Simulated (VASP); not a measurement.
# Ti2In (P6/mmm) in VASP: single point with PBE

Aim: the single point of Ti2In with PBE.

Everything below comes from runs of VASP 6.6.1. Logs are shortened: lines on timing, memory, paths and dates and some standing lists are left out, and cuts for length are marked.

## (1) The cell of the first run

It takes space group P6/mmm (No. 191, hexagonal). Conventional cell: a = 4.735 Å, b = 4.735 Å, c = 2.879 Å, α = 90.00°, β = 90.00°, γ = 120.00°. Ti (site symmetry -6m2) has 5 Ti at 2.73 to 2.88 Å and 6 In at 3.09 Å within 3.6 Å. Within 3.8 Å of In (site symmetry 6/mmm) lie 2 In at 2.88 Å and 12 Ti at 3.09 Å.

The cell was built from a structure type or drawn by symmetry, and may not be a known phase.

## (2) Single point, PBE, collinear spin

Contents of INCAR:

```
SYSTEM = Ti2In
PREC = Accurate ; ENCUT = 520
EDIFF = 1E-7 ; ISMEAR = 0
SIGMA = 0.1 ; LREAL = .FALSE.
LASPH = .TRUE. ; NELM = 150
ALGO = Normal ; ISIF = 2
LWAVE = .FALSE. ; LCHARG = .FALSE.
ISPIN = 2 ; MAGMOM = 0.73 0.73 0
LORBIT = 11 ; LMAXMIX = 4
GGA = PE ; NBANDS = 30
```

Contents of KPOINTS:

```
regular mesh
0
G
  12 12 16
  0 0 0
```

Contents of POSCAR:

```
Ti2In
1.0
    4.7351661530      0.0000000000      0.0000000000
   -2.3675830765      4.1007741796      0.0000000000
    0.0000000000      0.0000000000      2.8794648682
Ti In
2 1
Direct
    0.3333333333      0.6666666667      0.5000000000
    0.6666666667      0.3333333333      0.5000000000
    0.0000000000      0.0000000000      0.0000000000
```

Potentials or basis: VASP PAW PBE potentials, release 64 (Ti_sv, In_d).

Launch:

```console
> cat potpaw_PBE.64/Ti_sv/POTCAR potpaw_PBE.64/In_d/POTCAR > POTCAR
> mpirun -np 1 vasp_std > vasp.out
```

OUTCAR:

```text
SYSTEM = Ti2In
   PREC = Accurate
   ENCUT = 520
   EDIFF = 1E-7
   ISMEAR = 0
   LREAL = .FALSE.
   LASPH = .TRUE.
   NELM = 150
   ISIF = 2
   ISPIN = 2
   LORBIT = 11
   GGA = PE

 ion  position               nearest neighbor table
   1  0.333  0.667  0.500-   2 2.73   2 2.73   2 2.73   3 3.09   3 3.09   3 3.09   3 3.09   3 3.09
                             3 3.09
   2  0.667  0.333  0.500-   1 2.73   1 2.73   1 2.73   3 3.09   3 3.09   3 3.09   3 3.09   3 3.09
                             3 3.09
   3  0.000  0.000  0.000-   1 3.09   2 3.09   1 3.09   2 3.09   1 3.09   1 3.09   2 3.09   2 3.09
                             2 3.09   2 3.09   1 3.09   1 3.09

  LATTYP: Found a hexagonal cell.
 ALAT       =     4.7351661530
 C/A-ratio  =     0.6081021817

  Lattice vectors:

 A1 = (   4.7351661530,   0.0000000000,   0.0000000000)
 A2 = (  -2.3675830765,   4.1007741796,   0.0000000000)
 A3 = (   0.0000000000,   0.0000000000,   2.8794648682)

Analysis of symmetry for initial positions (statically):
=====================================================================
 Subroutine PRICEL returns:
 Original cell was already a primitive cell.

 Routine SETGRP: Setting up the symmetry group for a
 hexagonal supercell.

 Subroutine GETGRP returns: Found 24 space group operations
 (whereof 24 operations were pure point group operations)
 out of a pool of 24 trial point group operations.

The static configuration has the point symmetry D_6h.

Analysis of symmetry for dynamics (positions and initial velocities):
=====================================================================
 Subroutine PRICEL returns:
 Original cell was already a primitive cell.

 Routine SETGRP: Setting up the symmetry group for a
 hexagonal supercell.

 Subroutine GETGRP returns: Found 24 space group operations
 (whereof 24 operations were pure point group operations)
 out of a pool of 24 trial point group operations.

The dynamic configuration has the point symmetry D_6h.

Analysis of structural, dynamic, and magnetic symmetry:
=====================================================================
 Subroutine PRICEL returns:
 Original cell was already a primitive cell.

 Routine SETGRP: Setting up the symmetry group for a
 hexagonal supercell.

 Subroutine GETGRP returns: Found 24 space group operations
 (whereof 24 operations were pure point group operations)
 out of a pool of 24 trial point group operations.

The overall configuration has the point symmetry D_6h.

 Subroutine INISYM returns: Found 24 space group operations
 (whereof 24 operations are pure point group operations),
 and found     1 'primitive' translations

----------------------------------------------------------------------------------------

                                     Primitive cell

  volume of cell :      55.9130

  direct lattice vectors                    reciprocal lattice vectors
     4.735166153  0.000000000  0.000000000     0.211185831  0.121928197  0.000000000
    -2.367583076  4.100774180  0.000000000     0.000000000  0.243856393  0.000000000
     0.000000000  0.000000000  2.879464868     0.000000000  0.000000000  0.347286751

  length of vectors
     4.735166153  4.735166153  2.879464868     0.243856393  0.243856393  0.347286751

  position of ions in fractional coordinates (direct lattice)
     0.333333333  0.666666667  0.500000000
     0.666666667  0.333333333  0.500000000
     0.000000000  0.000000000  0.000000000

  ion indices of the primitive-cell ions
   primitive index   ion index
                 1           1
                 2           2
                 3           3

----------------------------------------------------------------------------------------

 KPOINTS: regular mesh

Automatic generation of k-mesh.
 Grid dimensions read from file:
 generate k-points for:   12   12   16

 Generating k-lattice:

  Cartesian coordinates                     Fractional coordinates (reciprocal lattice)
     0.017598819  0.010160683  0.000000000     0.083333333  0.000000000  0.000000000
     0.000000000  0.020321366  0.000000000     0.000000000  0.083333333  0.000000000
     0.000000000  0.000000000  0.021705422     0.000000000  0.000000000  0.062500000

  Length of vectors
     0.020321366  0.020321366  0.021705422

  Shift w.r.t. Gamma in fractional coordinates (k-lattice)
     0.000000000  0.000000000  0.000000000

 Subroutine IBZKPT returns following result:
 ===========================================

 Found    171 irreducible k-points:

 Following reciprocal coordinates:
            Coordinates               Weight
  0.000000  0.000000  0.000000      1.000000
  0.083333 -0.000000  0.000000      6.000000
  0.166667  0.000000  0.000000      6.000000
  0.250000 -0.000000  0.000000      6.000000
  0.333333  0.000000  0.000000      6.000000
  0.416667  0.000000  0.000000      6.000000
[... 16 lines left out ...]
  0.250000 -0.000000  0.062500     12.000000
  0.333333  0.000000  0.062500     12.000000
 [... further k-points ...]
   k-points           NKPTS =    171   k-points in BZ     NKDIM =    171   number of bands    NBANDS=     30
   number of dos      NEDOS =    301   number of ions     NIONS =      3
   total plane-waves  NPLWV =  31104
   dimension x,y,z NGX =    36 NGY =   36 NGZ =   24
   dimension x,y,z NGXF=    72 NGYF=   72 NGZF=   48
   ions per type =               2   1
   NGX,Y,Z   is equivalent  to a cutoff of  12.64, 12.64, 13.86 a.u.
   NGXF,Y,Z  is equivalent  to a cutoff of  25.28, 25.28, 27.71 a.u.
 SYSTEM =  Ti2In
   PREC   = accura    normal or accurate (medium, high low for compatibility)
   ISTART =      0    job   : 0-new  1-cont  2-samecut
   ICHARG =      2    charge: 1-file 2-atom 10-const
   ISPIN  =      2    spin polarized calculation?
   LNONCOLLINEAR =      F non collinear calculations
   LSORBIT =      F    spin-orbit coupling
   LASPH  =      T    aspherical Exc in radial PAW
   ENCUT  =  520.0 eV  38.22 Ry    6.18 a.u.   8.80  8.80  5.35*2*pi/ulx,y,z
   NELM   =    150;   NELMIN=  2; NELMDL= -5     # of ELM steps
   EDIFF  = 0.1E-06   stopping-criterion for ELM
   LREAL  =      F    real-space projection
   EDIFFG = 0.1E-05   stopping-criterion for IOM
   NSW    =      0    number of steps for IOM
   IBRION =     -1    ionic relax: 0-MD 1-quasi-New 2-CG
   NFREE  =      0    steps in history (QN), initial steepest desc. (CG)
   ISIF   =      2    stress and relaxation
   ISYM   =      2    0-nonsym 1-usesym 2-fastsym
   POTIM  = 0.5000    time-step for ionic-motion
   TEBEG  =    0.0;   TEEND  =   0.0 temperature during run
   PSTRESS=    0.0 pullay stress
   NELECT =      37.0000    total number of electrons
   NUPDOWN=      -1.0000    fix difference up-down
   EMIN   =  10.00;   EMAX   =-10.00  energy-range for DOS
   EFERMI =   0.00;   METHOD = LEGACY
   ISMEAR =     0;   SIGMA  =   0.10  broadening in eV -4-tet -1-fermi 0-gaus
   EFERMI_NEDOS =   21; number of points for ismear=-14 and -15
   IALGO  =     38    algorithm
   IMIX   =      4    mixing-type and parameters
     AMIX     =   0.40;   BMIX     =  1.00
     AMIX_MAG =   1.60;   BMIX_MAG =  1.00
  volume/ion in A,a.u.               =      18.64       125.77
  Fermi-wavevector in a.u.,A,eV,Ry     =   1.426607  2.695897 27.690692  2.035208
  Thomas-Fermi vector in A             =   2.546866
   LORBIT       =     11    0 simple, 1 ext, 2 COOP (PROOUT), +10 PAW based schemes
   GGA     = PE    functional components
   LHFCALC =     F    Hartree Fock is set to
   AEXX    =    0.0000 exact exchange contribution
   IVDW    =     0    specifies the selected vdW correction
   LEPSILON=     F    determine dielectric tensor
   LRPA    =     F    only Hartree local field effects (RPA)
 spin polarized calculation
 Gauss-broadening in eV      SIGMA  =   0.10
  energy-cutoff  :      520.00
  volume of cell :       55.91
 maximum number of plane-waves:      1529
 NGX is ok and might be reduce to    36
   NGX = 17   NGY = 17   NGZ = 11

 number of electron      37.0000014 magnetization       1.7813109

 Free energy of the ion-electron system (eV)
  ---------------------------------------------------
  ext. energy  EPLUGINS =         0.00000000
  ---------------------------------------------------
  free energy    TOTEN  =       -18.22194319 eV

  energy without entropy =      -18.20361918  energy(sigma->0) =      -18.21278118

 E-fermi :   8.9559     XC(G=0): -11.4051

 val. band max:        8.9530954241   @ k =   0.3333   0.1667   0.5000
 cond. band min:       8.9571819447   @ k =   0.2500   0.2500   0.1250
 fundamental gap:      0.0040865207
 Fermi energy:         8.9559177896

 spin component 1

 k-point     1 :       0.0000    0.0000    0.0000
  band No.  band energies     occupation
      1     -48.1004      1.00000
      2     -47.9739      1.00000
      3     -24.5498      1.00000
      4     -24.5498      1.00000
      5     -24.1341      1.00000
      6     -24.1341      1.00000
[... 22 lines left out ...]
     29      14.0895      0.00000
     30      16.7801      0.00000

 k-point     2 :       0.0833   -0.0000    0.0000
  band No.  band energies     occupation
      1     -48.0985      1.00000
      2     -47.9759      1.00000
      3     -24.5525      1.00000
      4     -24.5447      1.00000
      5     -24.1395      1.00000
      6     -24.1313      1.00000
[... 22 lines left out ...]
     29      14.5964      0.00000
     30      17.0076      0.00000

 k-point     3 :       0.1667    0.0000    0.0000
  band No.  band energies     occupation
      1     -48.0930      1.00000
      2     -47.9815      1.00000
      3     -24.5596      1.00000
      4     -24.5301      1.00000
      5     -24.1549      1.00000
      6     -24.1261      1.00000
[... 682 lines left out ...]
     29      16.4596      0.00000
     30      18.5934      0.00000

 k-point    24 :       0.3333    0.0000    0.0625
  band No.  band energies     occupation
      1     -48.0721      1.00000
      2     -47.9992      1.00000
      3     -24.5761      1.00000
      4     -24.4813      1.00000
      5     -24.2028      1.00000
      6     -24.1282      1.00000
[... 22 lines left out ...]
     29      17.4803      0.00000
     30      19.0868      0.00000

 [... further k-points ...]

 spin component 2

 k-point     1 :       0.0000    0.0000    0.0000
  band No.  band energies     occupation
      1     -47.4779      1.00000
      2     -47.3557      1.00000
      3     -23.8862      1.00000
      4     -23.8862      1.00000
      5     -23.5701      1.00000
      6     -23.4874      1.00000
[... 22 lines left out ...]
     29      14.5807      0.00000
     30      17.3547      0.00000

 k-point     2 :       0.0833   -0.0000    0.0000
  band No.  band energies     occupation
      1     -47.4761      1.00000
      2     -47.3576      1.00000
      3     -23.8888      1.00000
      4     -23.8813      1.00000
      5     -23.5688      1.00000
      6     -23.4925      1.00000
[... 22 lines left out ...]
     29      15.0294      0.00000
     30      17.5566      0.00000

 k-point     3 :       0.1667    0.0000    0.0000
  band No.  band energies     occupation
      1     -47.4707      1.00000
      2     -47.3630      1.00000
      3     -23.8959      1.00000
      4     -23.8675      1.00000
      5     -23.5650      1.00000
      6     -23.5073      1.00000
[... 682 lines left out ...]
     29      16.8187      0.00000
     30      18.7092      0.00000

 k-point    24 :       0.3333    0.0000    0.0625
  band No.  band energies     occupation
      1     -47.4505      1.00000
      2     -47.3800      1.00000
      3     -23.9122      1.00000
      4     -23.8212      1.00000
      5     -23.5673      1.00000
      6     -23.5522      1.00000
[... 22 lines left out ...]
     29      17.8181      0.00000
     30      19.1863      0.00000

 [... further k-points ...]

------------------------ aborting loop because EDIFF is reached ----------------------------------------

  FORCE on cell =-STRESS in cart. coord.  units (eV):
  Direction    XX          YY          ZZ          XY          YZ          ZX
  --------------------------------------------------------------------------------------
  -------------------------------------------------------------------------------------
  Total       -0.0201318     -0.0201318     -0.0151957      0.0000000      0.0000000      0.0000000
  in kB       -0.5768734     -0.5768734     -0.4354298      0.0000000      0.0000000      0.0000000
  external PRESSURE =      -0.5297256 kB  Pullay stress =       0.0000000 kB

 VOLUME and BASIS-vectors are now :
 -----------------------------------------------------------------------------
  energy-cutoff  :      520.00
  volume of cell :       55.91
      direct lattice vectors                 reciprocal lattice vectors
     4.735166153  0.000000000  0.000000000     0.211185831  0.121928197  0.000000000
    -2.367583076  4.100774180  0.000000000     0.000000000  0.243856393  0.000000000
     0.000000000  0.000000000  2.879464868     0.000000000  0.000000000  0.347286751

 POSITION                                       TOTAL-FORCE (eV/Angst)
 -----------------------------------------------------------------------------------
     -0.00000      2.73385      1.43973         0.000000      0.000000     -0.000000
      2.36758      1.36692      1.43973        -0.000000      0.000000      0.000000
      0.00000      0.00000      0.00000        -0.000000      0.000000      0.000000
 -----------------------------------------------------------------------------------
    total drift:                                0.000000      0.000000     -0.000000

  FREE ENERGIE OF THE ION-ELECTRON SYSTEM (eV)
  ---------------------------------------------------
  free  energy   TOTEN  =       -18.2219431912 eV

  energy  without entropy=      -18.2036191766  energy(sigma->0) =      -18.21278118

 total charge

# of ion       s       p       d       tot
------------------------------------------
    1        2.204   6.083   1.977  10.264
    2        2.204   6.083   1.977  10.264
    3        0.840   0.869   9.864  11.573
--------------------------------------------------
tot          5.248  13.034  13.819  32.101

 magnetization (x)

# of ion       s       p       d       tot
------------------------------------------
    1        0.020   0.028   0.652   0.701
    2        0.020   0.028   0.652   0.701
    3       -0.014  -0.029   0.010  -0.033
--------------------------------------------------
tot          0.027   0.027   1.315   1.369
```

Wall time 12 min (1 thread of Oxide Virtual Turin-like, shared host); peak memory 0.47 GiB.

Results:

```
Free energy                                           : -18.2219 eV
Pressure                                              : -0.1 GPa
Net moment                                            : 1.78 μB per cell
Site moments                                          : Ti +0.70; In -0.03 μB
Valence electrons inside the program's atomic spheres : Ti 10.26; In 11.57
```

Caveat: spin-orbit coupling is left out, which moves the levels of the heavy elements.
